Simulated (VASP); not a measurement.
**TiAl4Ni3: single point with PBE**

TiAl4Ni3:

```
CELL_PARAMETERS angstrom
4.22807 0.00000 0.00000
0.00000 4.22807 0.00000
0.00000 0.00000 5.97939
ATOMIC_POSITIONS crystal
Ti 0.50000 0.50000 0.00000
Al 0.50000 0.00000 0.75000
Al 0.00000 0.50000 0.75000
Al 0.50000 0.00000 0.25000
Al 0.00000 0.50000 0.25000
Ni 0.00000 0.00000 0.00000
Ni 0.00000 0.00000 0.50000
Ni 0.50000 0.50000 0.50000
```

- Program: VASP 6.6.1
- Task: single point
- Functional: PBE
- Potentials or basis: VASP PAW PBE potentials, release 64 (Ti_sv, Al, Ni)
- Cutoff: 520 eV
- k mesh: 4 × 4 × 4
- Occupations: gaussian, width 0.1 eV
- Spin: collinear spin, ferromagnetic start
- Starting moments: [0.0, 0.0, 0.0, 0.0, 0.0, 2.0, 2.0, 2.0] μB
- Dipole correction: no
- Further INCAR settings: ALGO = Normal; EDIFF = 1e-06; NBANDS = 41

* Pressure: -1.5 GPa
* Largest force: 1.293 eV/Å
* Net moment: 0.67 μB per cell
* Site moments: Ti +0.34; Al +0.01; Ni +0.06, +0.03, +0.11 μB
* Valence electrons inside the program's atomic spheres: Ti 10.47; Al 0.80; Ni 9.33, 9.30, 9.29

Forces in eV/Å, atoms in the order of the input:
```
Ti   0.000  0.000  0.000
Al   0.000  0.000 -1.293
Al   0.000  0.000 -1.293
Al   0.000  0.000  1.293
Al   0.000  0.000  1.293
Ni   0.000  0.000  0.000
Ni   0.000  0.000  0.000
Ni   0.000  0.000  0.000
```

Stress tensor (GPa, compression positive):
```
-3.52  0.00  0.00
 0.00 -3.52  0.00
 0.00  0.00  2.40
```

Levels at points of the mesh, in eV from the Fermi level:
Spin up:
| k point | band 25 | band 26 | band 27 | band 28 | band 29 | band 30 |
| --- | --- | --- | --- | --- | --- | --- |
| (0.00, 0.00, 0.00) | -0.39 | -0.02 | -0.02 | 0.72 | 1.36 | 2.36 |
| (0.50, 0.00, 0.00) | -0.88 | -0.46 | -0.23 | 0.12 | 0.95 | 1.14 |
| (0.50, 0.50, 0.00) | -1.47 | -0.80 | -0.59 | -0.31 | -0.31 | 0.31 |
| (0.00, 0.00, 0.50) | -0.44 | 0.04 | 0.04 | 0.74 | 1.24 | 1.24 |
| (0.50, 0.00, 0.50) | -0.78 | -0.71 | -0.62 | 0.45 | 2.00 | 2.16 |
| (0.50, 0.50, 0.50) | -1.51 | -0.69 | -0.52 | -0.02 | -0.02 | 0.47 |
Spin down:
| k point | band 23 | band 24 | band 25 | band 26 | band 27 | band 28 | band 29 | band 30 | band 31 | band 32 |
| --- | --- | --- | --- | --- | --- | --- | --- | --- | --- | --- |
| (0.00, 0.00, 0.00) | -0.80 | -0.65 | -0.29 | 0.32 | 0.32 | 0.84 | 1.53 | 2.38 | 2.38 | 2.44 |
| (0.50, 0.00, 0.00) | -1.45 | -1.09 | -0.83 | -0.43 | 0.11 | 0.29 | 1.18 | 1.27 | 1.58 | 2.30 |
| (0.50, 0.50, 0.00) | -1.67 | -1.42 | -1.42 | -0.74 | -0.56 | -0.06 | -0.06 | 0.40 | 0.69 | 1.51 |
| (0.00, 0.00, 0.50) | -0.98 | -0.80 | -0.35 | 0.11 | 0.11 | 0.80 | 1.51 | 1.52 | 1.52 | 1.70 |
| (0.50, 0.00, 0.50) | -1.68 | -1.22 | -0.70 | -0.48 | -0.35 | 0.61 | 2.06 | 2.20 | 2.39 | 2.48 |
| (0.50, 0.50, 0.50) | -1.67 | -1.45 | -1.45 | -0.59 | -0.50 | 0.29 | 0.29 | 0.67 | 1.62 | 2.16 |

Wall time 2.1 min on 1 thread of AMD EPYC 9R45 96-Core Processor (Zen 5) (shared host), peak memory 0.28 GiB.

Caveat: the k points lie up to 0.37 Å⁻¹ apart; forces of over 1 eV/Å act on the atoms, so gaps and moduli don't describe the material at rest.
